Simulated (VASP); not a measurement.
# BiTe (Fm-3m) in VASP: further runs

The runs below take BiTe through single point, with PBEsol.

Everything below comes from runs of VASP 6.6.1. Logs are shortened: lines on timing, memory, paths and dates and some standing lists are left out, and cuts for length are marked.

## Step 1: The cell of the first run

It takes space group Fm-3m (No. 225, cubic). The conventional cell has a = 6.346 Å, b = 6.346 Å, c = 6.346 Å, α = 90.00°, β = 90.00°, γ = 90.00°. Bi (site symmetry m-3m) has 6 Te at 3.17 Å within 4.2 Å. Te (site symmetry m-3m) has 6 Bi at 3.17 Å within 4.2 Å.

## Step 2: Single point, PBEsol (31.95 Å³/atom)

File INCAR:

```
SYSTEM = BiTe
PREC = Accurate
ENCUT = 520
EDIFF = 1E-7
ISMEAR = 0
SIGMA = 0.05
LREAL = .FALSE.
LASPH = .TRUE.
NELM = 100
ALGO = Normal
ISIF = 2
LWAVE = .FALSE.
LCHARG = .FALSE.
GGA = PS
NBANDS = 18
```

File KPOINTS:

```
regular mesh
0
G
  8 8 8
  0 0 0
```

File POSCAR:

```
BiTe
1.0
    0.0000000000      3.1730738497      3.1730738497
    3.1730738497      0.0000000000      3.1730738497
    3.1730738497      3.1730738497      0.0000000000
Bi Te
1 1
Direct
    0.5000000000      0.5000000000      0.5000000000
    0.0000000000      0.0000000000      0.0000000000
```

Potentials or basis: VASP PAW PBE potentials, release 64 (Bi_d, Te).

Command:

```
> cat potpaw_PBE.64/Bi_d/POTCAR potpaw_PBE.64/Te/POTCAR > POTCAR
> mpirun -np 1 vasp_std > vasp.out
```

OUTCAR:

```text
SYSTEM = BiTe
   PREC = Accurate
   ENCUT = 520
   EDIFF = 1E-7
   ISMEAR = 0
   LREAL = .FALSE.
   LASPH = .TRUE.
   NELM = 100
   ISIF = 2
   GGA = PS

 ion  position               nearest neighbor table
   1  0.500  0.500  0.500-   2 3.17   2 3.17   2 3.17   2 3.17   2 3.17   2 3.17
   2  0.000  0.000  0.000-   1 3.17   1 3.17   1 3.17   1 3.17   1 3.17   1 3.17

  LATTYP: Found a face centered cubic cell.
 ALAT       =     6.3461476994

  Lattice vectors:

 A1 = (   0.0000000000,   3.1730738497,   3.1730738497)
 A2 = (   3.1730738497,   0.0000000000,   3.1730738497)
 A3 = (   3.1730738497,   3.1730738497,   0.0000000000)

Analysis of symmetry for initial positions (statically):
=====================================================================
 Subroutine PRICEL returns:
 Original cell was already a primitive cell.

 Routine SETGRP: Setting up the symmetry group for a
 face centered cubic supercell.

 Subroutine GETGRP returns: Found 48 space group operations
 (whereof 48 operations were pure point group operations)
 out of a pool of 48 trial point group operations.

The static configuration has the point symmetry O_h .

Analysis of symmetry for dynamics (positions and initial velocities):
=====================================================================
 Subroutine PRICEL returns:
 Original cell was already a primitive cell.

 Routine SETGRP: Setting up the symmetry group for a
 face centered cubic supercell.

 Subroutine GETGRP returns: Found 48 space group operations
 (whereof 48 operations were pure point group operations)
 out of a pool of 48 trial point group operations.

The dynamic configuration has the point symmetry O_h .

 Subroutine INISYM returns: Found 48 space group operations
 (whereof 48 operations are pure point group operations),
 and found     1 'primitive' translations

----------------------------------------------------------------------------------------

                                     Primitive cell

  volume of cell :      63.8955

  direct lattice vectors                    reciprocal lattice vectors
     0.000000000  3.173073850  3.173073850    -0.157575910  0.157575910  0.157575910
     3.173073850  0.000000000  3.173073850     0.157575910 -0.157575910  0.157575910
     3.173073850  3.173073850  0.000000000     0.157575910  0.157575910 -0.157575910

  length of vectors
     4.487404073  4.487404073  4.487404073     0.272929483  0.272929483  0.272929483

  position of ions in fractional coordinates (direct lattice)
     0.500000000  0.500000000  0.500000000
     0.000000000  0.000000000  0.000000000

  ion indices of the primitive-cell ions
   primitive index   ion index
                 1           1
                 2           2

----------------------------------------------------------------------------------------

 KPOINTS: regular mesh

Automatic generation of k-mesh.
 Grid dimensions read from file:
 generate k-points for:    8    8    8

 Generating k-lattice:

  Cartesian coordinates                     Fractional coordinates (reciprocal lattice)
    -0.019696989  0.019696989  0.019696989     0.125000000  0.000000000  0.000000000
     0.019696989 -0.019696989  0.019696989     0.000000000  0.125000000  0.000000000
     0.019696989  0.019696989 -0.019696989     0.000000000  0.000000000  0.125000000

  Length of vectors
     0.034116185  0.034116185  0.034116185

  Shift w.r.t. Gamma in fractional coordinates (k-lattice)
     0.000000000  0.000000000  0.000000000

 Subroutine IBZKPT returns following result:
 ===========================================

 Found     29 irreducible k-points:

 Following reciprocal coordinates:
            Coordinates               Weight
  0.000000  0.000000  0.000000      1.000000
  0.125000  0.000000  0.000000      8.000000
  0.250000  0.000000  0.000000      8.000000
  0.375000  0.000000  0.000000      8.000000
  0.500000  0.000000  0.000000      4.000000
  0.125000  0.125000  0.000000      6.000000
[... 16 lines left out ...]
  0.500000  0.250000  0.125000     48.000000
 -0.375000  0.250000  0.125000     24.000000
 [... further k-points ...]
   k-points           NKPTS =     29   k-points in BZ     NKDIM =     29   number of bands    NBANDS=     18
   number of dos      NEDOS =    301   number of ions     NIONS =      2
   total plane-waves  NPLWV =  46656
   dimension x,y,z NGX =    36 NGY =   36 NGZ =   36
   dimension x,y,z NGXF=    72 NGYF=   72 NGZF=   72
   ions per type =               1   1
   NGX,Y,Z   is equivalent  to a cutoff of  13.34, 13.34, 13.34 a.u.
   NGXF,Y,Z  is equivalent  to a cutoff of  26.67, 26.67, 26.67 a.u.
 SYSTEM =  BiTe
   PREC   = accura    normal or accurate (medium, high low for compatibility)
   ISTART =      0    job   : 0-new  1-cont  2-samecut
   ICHARG =      2    charge: 1-file 2-atom 10-const
   ISPIN  =      1    spin polarized calculation?
   LNONCOLLINEAR =      F non collinear calculations
   LSORBIT =      F    spin-orbit coupling
   LASPH  =      T    aspherical Exc in radial PAW
   ENCUT  =  520.0 eV  38.22 Ry    6.18 a.u.   8.34  8.34  8.34*2*pi/ulx,y,z
   NELM   =    100;   NELMIN=  2; NELMDL= -5     # of ELM steps
   EDIFF  = 0.1E-06   stopping-criterion for ELM
   LREAL  =      F    real-space projection
   EDIFFG = 0.1E-05   stopping-criterion for IOM
   NSW    =      0    number of steps for IOM
   IBRION =     -1    ionic relax: 0-MD 1-quasi-New 2-CG
   NFREE  =      0    steps in history (QN), initial steepest desc. (CG)
   ISIF   =      2    stress and relaxation
   ISYM   =      2    0-nonsym 1-usesym 2-fastsym
   POTIM  = 0.5000    time-step for ionic-motion
   TEBEG  =    0.0;   TEEND  =   0.0 temperature during run
   PSTRESS=    0.0 pullay stress
   NELECT =      21.0000    total number of electrons
   NUPDOWN=      -1.0000    fix difference up-down
   EMIN   =  10.00;   EMAX   =-10.00  energy-range for DOS
   EFERMI =   0.00;   METHOD = LEGACY
   ISMEAR =     0;   SIGMA  =   0.05  broadening in eV -4-tet -1-fermi 0-gaus
   EFERMI_NEDOS =   21; number of points for ismear=-14 and -15
   IALGO  =     38    algorithm
   IMIX   =      4    mixing-type and parameters
     AMIX     =   0.40;   BMIX     =  1.00
     AMIX_MAG =   1.60;   BMIX_MAG =  1.00
  volume/ion in A,a.u.               =      31.95       215.59
  Fermi-wavevector in a.u.,A,eV,Ry     =   1.129773  2.134961 17.366291  1.276386
  Thomas-Fermi vector in A             =   2.266467
   LORBIT       =      0    0 simple, 1 ext, 2 COOP (PROOUT), +10 PAW based schemes
   GGA     = PS    functional components
   LHFCALC =     F    Hartree Fock is set to
   AEXX    =    0.0000 exact exchange contribution
   IVDW    =     0    specifies the selected vdW correction
   LEPSILON=     F    determine dielectric tensor
   LRPA    =     F    only Hartree local field effects (RPA)
 non-spin polarized calculation
 Gauss-broadening in eV      SIGMA  =   0.05
  energy-cutoff  :      520.00
  volume of cell :       63.90
 maximum number of plane-waves:      1759
 NGX is ok and might be reduce to    36
   NGX = 17   NGY = 17   NGZ = 17

 number of electron      21.0000001 magnetization

 Free energy of the ion-electron system (eV)
  ---------------------------------------------------
  ext. energy  EPLUGINS =         0.00000000
  ---------------------------------------------------
  free energy    TOTEN  =        -7.99127704 eV

  energy without entropy =       -7.98887890  energy(sigma->0) =       -7.99007797

 E-fermi :   7.1802     XC(G=0):  -9.8505

 val. band max:        7.1606350228   @ k =   0.5000   0.2500   0.1250
 cond. band min:       7.2603674306   @ k =  -0.2500   0.2500   0.0000
 fundamental gap:      0.0997324079
 Fermi energy:         7.1802370334

 k-point     1 :       0.0000    0.0000    0.0000
  band No.  band energies     occupation
      1     -15.8608      2.00000
      2     -15.8608      2.00000
      3     -15.8529      2.00000
      4     -15.8529      2.00000
      5     -15.8529      2.00000
      6      -6.7409      2.00000
[... 10 lines left out ...]
     17      13.4918      0.00000
     18      13.4939      0.00000

 k-point     2 :       0.1250    0.0000    0.0000
  band No.  band energies     occupation
      1     -15.8615      2.00000
      2     -15.8615      2.00000
      3     -15.8526      2.00000
      4     -15.8518      2.00000
      5     -15.8518      2.00000
      6      -6.5904      2.00000
[... 10 lines left out ...]
     17      14.4336      0.00000
     18      14.6310      0.00000

 k-point     3 :       0.2500    0.0000    0.0000
  band No.  band energies     occupation
      1     -15.8636      2.00000
      2     -15.8636      2.00000
      3     -15.8517      2.00000
      4     -15.8487      2.00000
      5     -15.8487      2.00000
      6      -6.1444      2.00000
[... 10 lines left out ...]
     17      16.2821      0.00000
     18      16.5884      0.00000

 k-point     4 :       0.3750    0.0000    0.0000
  band No.  band energies     occupation
      1     -15.8659      2.00000
      2     -15.8659      2.00000
      3     -15.8510      2.00000
      4     -15.8453      2.00000
      5     -15.8453      2.00000
      6      -5.4248      2.00000
[... 10 lines left out ...]
     17      16.7015      0.00000
     18      18.0315      0.00000

 k-point     5 :       0.5000    0.0000    0.0000
  band No.  band energies     occupation
      1     -15.8669      2.00000
      2     -15.8669      2.00000
      3     -15.8507      2.00000
      4     -15.8439      2.00000
      5     -15.8439      2.00000
      6      -4.6260      2.00000
[... 10 lines left out ...]
     17      15.4457      0.00000
     18      16.5158      0.00000

 k-point     6 :       0.1250    0.1250    0.0000
  band No.  band energies     occupation
      1     -15.8633      2.00000
      2     -15.8599      2.00000
      3     -15.8536      2.00000
      4     -15.8509      2.00000
      5     -15.8509      2.00000
      6      -6.5417      2.00000
[... 10 lines left out ...]
     17      13.8165      0.00000
     18      14.0854      0.00000

 k-point     7 :       0.2500    0.1250    0.0000
  band No.  band energies     occupation
      1     -15.8660      2.00000
      2     -15.8603      2.00000
      3     -15.8534      2.00000
      4     -15.8487      2.00000
      5     -15.8481      2.00000
      6      -6.1995      2.00000
[... 10 lines left out ...]
     17      14.8945      0.00000
     18      15.0929      0.00000

 k-point     8 :       0.3750    0.1250    0.0000
  band No.  band energies     occupation
      1     -15.8682      2.00000
      2     -15.8626      2.00000
      3     -15.8518      2.00000
      4     -15.8465      2.00000
      5     -15.8448      2.00000
      6      -5.5825      2.00000
[... 10 lines left out ...]
     17      16.3091      0.00000
     18      16.9126      0.00000
[... 229 lines left out ...]
     17      16.8458      0.00000
     18      17.3421      0.00000

 k-point    20 :      -0.3750    0.3750    0.0000
  band No.  band energies     occupation
      1     -15.8756      2.00000
      2     -15.8592      2.00000
      3     -15.8528      2.00000
      4     -15.8425      2.00000
      5     -15.8410      2.00000
      6      -4.4217      2.00000
[... 10 lines left out ...]
     17      16.9918      0.00000
     18      18.3069      0.00000

 k-point    21 :       0.5000    0.5000    0.0000
  band No.  band energies     occupation
      1     -15.8808      2.00000
      2     -15.8577      2.00000
      3     -15.8547      2.00000
      4     -15.8390      2.00000
      5     -15.8390      2.00000
      6      -4.7872      2.00000
[... 10 lines left out ...]
     17      16.9232      0.00000
     18      17.7502      0.00000

 k-point    22 :       0.3750    0.2500    0.1250
  band No.  band energies     occupation
      1     -15.8688      2.00000
      2     -15.8606      2.00000
      3     -15.8532      2.00000
      4     -15.8463      2.00000
      5     -15.8457      2.00000
      6      -5.7791      2.00000
[... 10 lines left out ...]
     17      15.0779      0.00000
     18      16.4697      0.00000

 k-point    23 :       0.5000    0.2500    0.1250
  band No.  band energies     occupation
      1     -15.8702      2.00000
      2     -15.8624      2.00000
      3     -15.8510      2.00000
      4     -15.8454      2.00000
      5     -15.8435      2.00000
      6      -5.1164      2.00000
[... 10 lines left out ...]
     17      16.0726      0.00000
     18      16.9253      0.00000

 k-point    24 :      -0.3750    0.2500    0.1250
  band No.  band energies     occupation
      1     -15.8705      2.00000
      2     -15.8635      2.00000
      3     -15.8490      2.00000
      4     -15.8464      2.00000
      5     -15.8423      2.00000
      6      -4.4285      2.00000
[... 10 lines left out ...]
     17      16.2529      0.00000
     18      18.4203      0.00000

 [... further k-points ...]

------------------------ aborting loop because EDIFF is reached ----------------------------------------

  FORCE on cell =-STRESS in cart. coord.  units (eV):
  Direction    XX          YY          ZZ          XY          YZ          ZX
  --------------------------------------------------------------------------------------
  -------------------------------------------------------------------------------------
  Total        0.4682357      0.4682357      0.4682357      0.0000000      0.0000000      0.0000000
  in kB       11.7409864     11.7409864     11.7409864      0.0000000      0.0000000      0.0000000
  external PRESSURE =      11.7409864 kB  Pullay stress =       0.0000000 kB

 VOLUME and BASIS-vectors are now :
 -----------------------------------------------------------------------------
  energy-cutoff  :      520.00
  volume of cell :       63.90
      direct lattice vectors                 reciprocal lattice vectors
     0.000000000  3.173073850  3.173073850    -0.157575910  0.157575910  0.157575910
     3.173073850  0.000000000  3.173073850     0.157575910 -0.157575910  0.157575910
     3.173073850  3.173073850  0.000000000     0.157575910  0.157575910 -0.157575910

 POSITION                                       TOTAL-FORCE (eV/Angst)
 -----------------------------------------------------------------------------------
      3.17307      3.17307      3.17307         0.000000     -0.000000     -0.000000
      0.00000      0.00000      0.00000         0.000000      0.000000      0.000000
 -----------------------------------------------------------------------------------
    total drift:                                0.000000      0.000000      0.000000

  FREE ENERGIE OF THE ION-ELECTRON SYSTEM (eV)
  ---------------------------------------------------
  free  energy   TOTEN  =        -7.9912770370 eV

  energy  without entropy=       -7.9888788976  energy(sigma->0) =       -7.99007797
```

It took 13 s on 1 thread of Intel Xeon 6975P-C (Granite Rapids), shared host; peak memory 0.21 GiB.

What came out:

- Free energy: -7.9913 eV
- Pressure: 1.2 GPa
- Band gap on the k mesh: zero (an odd number of electrons rules out a gap without spin polarisation)

Caveat: the PAW data sets were made with another functional, which shifts forces and pressure a little; spin-orbit coupling is left out, which moves the levels of the heavy elements.

(Part 1 of 2 ends here.)
